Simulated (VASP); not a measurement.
# Sb (P6_3/mmc) in VASP: further runs

The runs below take Sb through single point, relaxation of cell and atoms, with PBEsol.

All numbers are computed with VASP 6.6.1; they aren't measurements. Logs are shortened: lines on timing, memory, paths and dates and some standing lists are left out, and cuts for length are marked.

**1. The cell of the first run**

Symmetry: P6_3/mmc, No. 194, hexagonal system. Conventional cell: a = 3.316 Å, b = 3.316 Å, c = 5.492 Å, α = 90.00°, β = 90.00°, γ = 120.00°. Within 4.4 Å of Sb (site symmetry -6m2) lie 12 Sb at 3.32 to 3.35 Å.

**2. Single point, PBEsol**

Input file INCAR:

```
PREC = Accurate
ENCUT = 520
EDIFF = 1E-7
ISMEAR = 0
SIGMA = 0.1
LREAL = F
LASPH = T
NELM = 100
ALGO = Normal
ISIF = 2
LWAVE = F
LCHARG = F
GGA = PS
NBANDS = 12
```

Input file KPOINTS:

```
Automatic mesh
0
Gamma
  18 18 10
```

Input file POSCAR:

```
Sb
1.0
    3.3159229828      0.0000000000      0.0000000000
   -1.6579614914      2.8716735401      0.0000000000
    0.0000000000      0.0000000000      5.4918213987
Sb
2
Direct
    0.3333333333      0.6666666667      0.2500000000
    0.6666666667      0.3333333333      0.7500000000
```

Potentials or basis: VASP PAW PBE potentials, release 64 (Sb).

Command:

```
> cat potpaw_PBE.64/Sb/POTCAR > POTCAR
> mpirun -np 1 vasp_std > vasp.out
```

OUTCAR:

```text
PREC = Accurate
   ENCUT = 520
   EDIFF = 1E-7
   ISMEAR = 0
   LREAL = F
   LASPH = T
   NELM = 100
   ISIF = 2
   GGA = PS

 ion  position               nearest neighbor table
   1  0.333  0.667  0.250-   2 3.35   2 3.35   2 3.35   2 3.35   2 3.35   2 3.35
   2  0.667  0.333  0.750-   1 3.35   1 3.35   1 3.35   1 3.35   1 3.35   1 3.35

  LATTYP: Found a hexagonal cell.
 ALAT       =     3.3159229828
 C/A-ratio  =     1.6561969102

  Lattice vectors:

 A1 = (   3.3159229828,   0.0000000000,   0.0000000000)
 A2 = (  -1.6579614914,   2.8716735401,   0.0000000000)
 A3 = (   0.0000000000,   0.0000000000,   5.4918213987)

Analysis of symmetry for initial positions (statically):
=====================================================================
 Subroutine PRICEL returns:
 Original cell was already a primitive cell.

 Routine SETGRP: Setting up the symmetry group for a
 hexagonal supercell.

 Subroutine GETGRP returns: Found 24 space group operations
 (whereof 12 operations were pure point group operations)
 out of a pool of 24 trial point group operations.

The static configuration has the point symmetry D_3d.
 The point group associated with its full space group is D_6h.

Analysis of symmetry for dynamics (positions and initial velocities):
=====================================================================
 Subroutine PRICEL returns:
 Original cell was already a primitive cell.

 Routine SETGRP: Setting up the symmetry group for a
 hexagonal supercell.

 Subroutine GETGRP returns: Found 24 space group operations
 (whereof 12 operations were pure point group operations)
 out of a pool of 24 trial point group operations.

The dynamic configuration has the point symmetry D_3d.
 The point group associated with its full space group is D_6h.

 Subroutine INISYM returns: Found 24 space group operations
 (whereof 12 operations are pure point group operations),
 and found     1 'primitive' translations

----------------------------------------------------------------------------------------

                                     Primitive cell

  volume of cell :      52.2945

  direct lattice vectors                    reciprocal lattice vectors
     3.315922983  0.000000000  0.000000000     0.301575159  0.174114499  0.000000000
    -1.657961491  2.871673540  0.000000000     0.000000000  0.348228998  0.000000000
     0.000000000  0.000000000  5.491821399     0.000000000  0.000000000  0.182088951

  length of vectors
     3.315922983  3.315922983  5.491821399     0.348228998  0.348228998  0.182088951

  position of ions in fractional coordinates (direct lattice)
     0.333333333  0.666666667  0.250000000
     0.666666667  0.333333333  0.750000000

  ion indices of the primitive-cell ions
   primitive index   ion index
                 1           1
                 2           2

----------------------------------------------------------------------------------------

 KPOINTS: Automatic mesh

Automatic generation of k-mesh.
 Grid dimensions read from file:
 generate k-points for:   18   18   10

 Generating k-lattice:

  Cartesian coordinates                     Fractional coordinates (reciprocal lattice)
     0.016754175  0.009673028  0.000000000     0.055555556  0.000000000  0.000000000
     0.000000000  0.019346055  0.000000000     0.000000000  0.055555556  0.000000000
     0.000000000  0.000000000  0.018208895     0.000000000  0.000000000  0.100000000

  Length of vectors
     0.019346055  0.019346055  0.018208895

  Shift w.r.t. Gamma in fractional coordinates (k-lattice)
     0.000000000  0.000000000  0.000000000

 Subroutine IBZKPT returns following result:
 ===========================================

 Found    222 irreducible k-points:

 Following reciprocal coordinates:
            Coordinates               Weight
  0.000000  0.000000  0.000000      1.000000
  0.055556  0.000000  0.000000      6.000000
  0.111111  0.000000  0.000000      6.000000
  0.166667  0.000000  0.000000      6.000000
  0.222222 -0.000000  0.000000      6.000000
  0.277778  0.000000  0.000000      6.000000
[... 16 lines left out ...]
  0.333333  0.111111  0.000000     12.000000
  0.388889  0.111111  0.000000     12.000000
 [... further k-points ...]
   k-points           NKPTS =    222   k-points in BZ     NKDIM =    222   number of bands    NBANDS=     12
   number of dos      NEDOS =    301   number of ions     NIONS =      2
   total plane-waves  NPLWV =  32928
   dimension x,y,z NGX =    28 NGY =   28 NGZ =   42
   dimension x,y,z NGXF=    56 NGYF=   56 NGZF=   84
   ions per type =               2
   NGX,Y,Z   is equivalent  to a cutoff of  14.04, 14.04, 12.71 a.u.
   NGXF,Y,Z  is equivalent  to a cutoff of  28.08, 28.08, 25.43 a.u.
 SYSTEM =  unknown system
   PREC   = accura    normal or accurate (medium, high low for compatibility)
   ISTART =      0    job   : 0-new  1-cont  2-samecut
   ICHARG =      2    charge: 1-file 2-atom 10-const
   ISPIN  =      1    spin polarized calculation?
   LNONCOLLINEAR =      F non collinear calculations
   LSORBIT =      F    spin-orbit coupling
   LASPH  =      T    aspherical Exc in radial PAW
   ENCUT  =  520.0 eV  38.22 Ry    6.18 a.u.   6.17  6.17 10.21*2*pi/ulx,y,z
   NELM   =    100;   NELMIN=  2; NELMDL= -5     # of ELM steps
   EDIFF  = 0.1E-06   stopping-criterion for ELM
   LREAL  =      F    real-space projection
   EDIFFG = 0.1E-05   stopping-criterion for IOM
   NSW    =      0    number of steps for IOM
   IBRION =     -1    ionic relax: 0-MD 1-quasi-New 2-CG
   NFREE  =      0    steps in history (QN), initial steepest desc. (CG)
   ISIF   =      2    stress and relaxation
   ISYM   =      2    0-nonsym 1-usesym 2-fastsym
   POTIM  = 0.5000    time-step for ionic-motion
   TEBEG  =    0.0;   TEEND  =   0.0 temperature during run
   PSTRESS=    0.0 pullay stress
   NELECT =      10.0000    total number of electrons
   NUPDOWN=      -1.0000    fix difference up-down
   EMIN   =  10.00;   EMAX   =-10.00  energy-range for DOS
   EFERMI =   0.00;   METHOD = LEGACY
   ISMEAR =     0;   SIGMA  =   0.10  broadening in eV -4-tet -1-fermi 0-gaus
   EFERMI_NEDOS =   21; number of points for ismear=-14 and -15
   IALGO  =     38    algorithm
   IMIX   =      4    mixing-type and parameters
     AMIX     =   0.40;   BMIX     =  1.00
     AMIX_MAG =   1.60;   BMIX_MAG =  1.00
  volume/ion in A,a.u.               =      26.15       176.45
  Fermi-wavevector in a.u.,A,eV,Ry     =   0.943169  1.782331 12.103305  0.889568
  Thomas-Fermi vector in A             =   2.070850
   LORBIT       =      0    0 simple, 1 ext, 2 COOP (PROOUT), +10 PAW based schemes
   GGA     = PS    functional components
   LHFCALC =     F    Hartree Fock is set to
   AEXX    =    0.0000 exact exchange contribution
   IVDW    =     0    specifies the selected vdW correction
   LEPSILON=     F    determine dielectric tensor
   LRPA    =     F    only Hartree local field effects (RPA)
 non-spin polarized calculation
 Gauss-broadening in eV      SIGMA  =   0.10
  energy-cutoff  :      520.00
  volume of cell :       52.29
 maximum number of plane-waves:      1422
 NGX is ok and might be reduce to    28

 number of electron      10.0000000 magnetization

 Free energy of the ion-electron system (eV)
  ---------------------------------------------------
  ext. energy  EPLUGINS =         0.00000000
  ---------------------------------------------------
  free energy    TOTEN  =        -8.68445002 eV

  energy without entropy =       -8.67961381  energy(sigma->0) =       -8.68203191

 E-fermi :   8.8121     XC(G=0): -10.4592

 val. band max:        8.8055167206   @ k =   0.2778   0.1111   0.2000
 cond. band min:       8.8479651701   @ k =   0.4444   0.0556   0.0000
 fundamental gap:      0.0424484496
 Fermi energy:         8.8120838789

 k-point     1 :       0.0000    0.0000    0.0000
  band No.  band energies     occupation
      1      -4.4067      2.00000
      2      -0.6190      2.00000
      3       2.7225      2.00000
      4      12.6413      0.00000
      5      12.6413      0.00000
      6      14.1632      0.00000
      7      14.2663      0.00000
      8      14.2663      0.00000
      9      16.7936      0.00000
     10      17.7909      0.00000
     11      18.9117      0.00000
     12      18.9117      0.00000

 k-point     2 :       0.0556    0.0000    0.0000
  band No.  band energies     occupation
      1      -4.3501      2.00000
      2      -0.5682      2.00000
      3       2.7815      2.00000
      4      11.9981      0.00000
      5      12.3973      0.00000
      6      13.9484      0.00000
      7      14.1240      0.00000
      8      14.3357      0.00000
      9      17.1109      0.00000
     10      17.6413      0.00000
     11      18.8117      0.00000
     12      18.9104      0.00000

 k-point     3 :       0.1111    0.0000    0.0000
  band No.  band energies     occupation
      1      -4.1807      2.00000
      2      -0.4171      2.00000
      3       2.9577      2.00000
      4      10.6552      0.00000
      5      11.8659      0.00000
      6      13.1072      0.00000
      7      13.9681      0.00000
      8      14.3372      0.00000
      9      16.5172      0.00000
     10      18.1912      0.00000
     11      18.6398      0.00000
     12      19.0384      0.00000
[... 286 lines left out ...]
 k-point    23 :       0.3333    0.1111    0.0000
  band No.  band energies     occupation
      1      -1.5803      2.00000
      2       1.2439      2.00000
      3       4.4464      2.00000
      4       5.5985      2.00000
      5       6.8531      2.00000
      6       8.4091      2.00000
      7       9.9153      0.00000
      8      11.4284      0.00000
      9      14.9429      0.00000
     10      15.2306      0.00000
     11      19.0996      0.00000
     12      19.1354      0.00000

 k-point    24 :       0.3889    0.1111    0.0000
  band No.  band energies     occupation
      1      -0.8943      2.00000
      2       1.0326      2.00000
      3       4.2686      2.00000
      4       6.0810      2.00000
      5       6.2576      2.00000
      6       8.0435      2.00000
      7       9.0462      0.00093
      8      11.2527      0.00000
      9      14.7492      0.00000
     10      15.0776      0.00000
     11      19.0278      0.00000
     12      19.4515      0.00000

 [... further k-points ...]
[... 5 lines left out ...]
  --------------------------------------------------------------------------------------
  -------------------------------------------------------------------------------------
  Total       -0.0011741     -0.0011741     -0.0020030      0.0000000      0.0000000      0.0000000
  in kB       -0.0359704     -0.0359704     -0.0613682      0.0000000      0.0000000      0.0000000
  external PRESSURE =      -0.0444364 kB  Pullay stress =       0.0000000 kB

 VOLUME and BASIS-vectors are now :
 -----------------------------------------------------------------------------
  energy-cutoff  :      520.00
  volume of cell :       52.29
      direct lattice vectors                 reciprocal lattice vectors
     3.315922983  0.000000000  0.000000000     0.301575159  0.174114499  0.000000000
    -1.657961491  2.871673540  0.000000000     0.000000000  0.348228998  0.000000000
     0.000000000  0.000000000  5.491821399     0.000000000  0.000000000  0.182088951

 POSITION                                       TOTAL-FORCE (eV/Angst)
 -----------------------------------------------------------------------------------
     -0.00000      1.91445      1.37296         0.000000     -0.000000      0.000000
      1.65796      0.95722      4.11887        -0.000000      0.000000      0.000000
 -----------------------------------------------------------------------------------
    total drift:                               -0.000000      0.000000      0.000000

  FREE ENERGIE OF THE ION-ELECTRON SYSTEM (eV)
  ---------------------------------------------------
  free  energy   TOTEN  =        -8.6844500197 eV

  energy  without entropy=       -8.6796138102  energy(sigma->0) =       -8.68203191
```

It took 62 s on 1 thread of Intel Xeon Platinum 8488C (Sapphire Rapids), shared host; peak memory 0.26 GiB.

What came out:

| Property | Result |
| --- | --- |
| Free energy | -8.6845 eV |
| Pressure | 0.0 GPa |
| Band gap on the k mesh | zero (band 5 reaches 13.45 eV, above the bottom of band 6 at 5.39 eV) |

Levels at points of the mesh, in eV from the Fermi level:
```csv
k point,band 3,band 4,band 5,band 6,band 7,band 8
"(0.00, 0.00, 0.00)",-6.09,3.83,3.83,5.35,5.45,5.45
"(0.50, 0.00, 0.00)",-4.53,-3.31,-2.38,-0.24,0.45,3.72
"(0.00, 0.00, 0.50)",-1.03,-1.03,4.64,4.64,4.64,4.64
"(0.50, 0.00, 0.50)",-5.55,-5.55,1.69,1.69,1.73,1.73
```

Caveat: the PAW data sets were made with another functional, which shifts forces and pressure a little; spin-orbit coupling is left out, which moves the levels of the heavy elements.

**3. Relaxation of cell and atoms, PBEsol**

This run uses another cell than the first one, of the same volume but with other edges.

Input file INCAR:

```
SYSTEM = Sb
  PREC = Accurate
  ENCUT = 600
  EDIFF = 1E-6
  ISMEAR = 0
  SIGMA = 0.1
  LREAL = .FALSE.
  LASPH = .TRUE.
  NELM = 100
  ALGO = Normal
  ISIF = 3
  LWAVE = .FALSE.
  LCHARG = .FALSE.
  GGA = PS
  IBRION = 2
  NSW = 100
  EDIFFG = -0.01
```

Input file KPOINTS:

```
regular mesh
0
G
  18 18 10
  0 0 0
```

Input file POSCAR:

```
Sb
1.0
    3.3690001795      0.0000000000      0.0000000000
   -1.6845000898      2.9176397408      0.0000000000
    0.0000000000      0.0000000000      5.3300000000
Sb
2
Direct
    0.3333333333      0.6666666667      0.2500000000
    0.6666666667      0.3333333333      0.7500000000
```

Potentials or basis: VASP PAW PBE potentials, release 64 (Sb).

Command:

```
> cat potpaw_PBE.64/Sb/POTCAR > POTCAR
> mpirun -np 1 vasp_std > vasp.out
```

It took 2.9 min on 1 thread of Intel Xeon Platinum 8488C (Sapphire Rapids), shared host; peak memory 0.29 GiB.

Results (log left out):

* Free energy: -8.6845 eV
* Relaxed volume: 26.14 Å³/atom
* Relaxed cell: a = 3.315 Å, b = 3.315 Å, c = 5.493 Å, α = 90.00°, β = 90.00°, γ = 120.00°
* Space group after relaxing (to 0.05 Å): P6_3/mmc (No. 194)
* Energy gained by relaxing: 6.0 meV/atom
* Ionic steps: 7
* Pressure after relaxing: 0.0 GPa
* Band gap on the k mesh: zero (band 5 reaches 13.46 eV, above the bottom of band 6 at 5.39 eV)

Step by step:
```tsv
step	energy change (eV)	largest force (eV/Å)	pressure (GPa)	volume (Å³)
1	0.0000	0.0000	-0.10	52.39
2	-0.0051	0.0000	0.02	52.26
3	-0.0103	0.0000	0.66	51.84
4	-0.0112	0.0000	0.35	52.01
5	-0.0115	0.0000	0.44	51.96
6	-0.0112	0.0000	-0.51	52.69
7	-0.0120	0.0000	0.00	52.28
```

Final structure:
```yaml
crystal:
  lattice:
    - [3.31513, 0.00000, 0.00000]
    - [-1.65756, 2.87098, 0.00000]
    - [0.00000, 0.00000, 5.49306]
  atoms:
    - { symbol: Sb, position: [0.33333, 0.66667, 0.25000] }
    - { symbol: Sb, position: [0.66667, 0.33333, 0.75000] }
```

Levels at points of the mesh, in eV from the Fermi level:
```csv
k point,band 3,band 4,band 5,band 6,band 7,band 8
"(0.00, 0.00, 0.00)",-6.09,3.84,3.84,5.34,5.46,5.46
"(0.50, 0.00, 0.00)",-4.53,-3.32,-2.38,-0.24,0.45,3.72
"(0.00, 0.00, 0.50)",-1.04,-1.04,4.64,4.64,4.64,4.64
"(0.50, 0.00, 0.50)",-5.55,-5.55,1.69,1.69,1.73,1.73
```

Caveat: the PAW data sets were made with another functional, which shifts forces and pressure a little; spin-orbit coupling is left out, which moves the levels of the heavy elements.
